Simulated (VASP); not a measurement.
A run of VASP 6.6.1 is set up as follows.

The input INCAR:

```
SYSTEM = BaZrO3
ALGO = Normal ; EDIFF = 1E-6
ENCUT = 910 ; GGA = CA
GGA_COMPAT = .FALSE. ; ISIF = 2
ISMEAR = 0 ; LASPH = .TRUE.
LCHARG = .TRUE. ; LELF = .TRUE.
LREAL = .FALSE. ; LVHAR = .TRUE.
LWAVE = .FALSE. ; NBANDS = 28
NELM = 120 ; PREC = Accurate
SIGMA = 0.01
```

KPOINTS

```
k-points
0
G
  4 4 4
  0 0 0
```

POSCAR

```
BaZrO3
1.0
    4.0481197956      0.0000000000      0.0000000000
    0.0000000000      4.0481197956      0.0000000000
    0.0000000000      0.0000000000      4.0481197956
Ba Zr O
1 1 3
Direct
    0.0000000000      0.0000000000      0.0000000000
    0.5000000000      0.5000000000      0.5000000000
    0.0000000000      0.5000000000      0.5000000000
    0.5000000000      0.0000000000      0.5000000000
    0.5000000000      0.5000000000      0.0000000000
```

Potentials or basis: VASP PAW LDA potentials, release 64 (Ba_sv, Zr_sv, O_h).

Launch:

```sh
$ cat potpaw_LDA.64/Ba_sv/POTCAR potpaw_LDA.64/Zr_sv/POTCAR potpaw_LDA.64/O_h/POTCAR > POTCAR
$ mpirun -np 1 vasp_std > vasp.out
```

Problem. Predict the pressure.

Solution. 16.7 GPa.

Problem. Estimate the band gap on the k mesh.

Solution. 3.26 eV, indirect (least direct gap 3.32 eV).

Caveat: the cutoff is under 1.25 times the usual one of these potentials, so pressure, stress and relaxed cells hold a basis-set (Pulay) error; spin-orbit coupling is left out, which moves the levels of the heavy elements. A k mesh can miss the band edges.
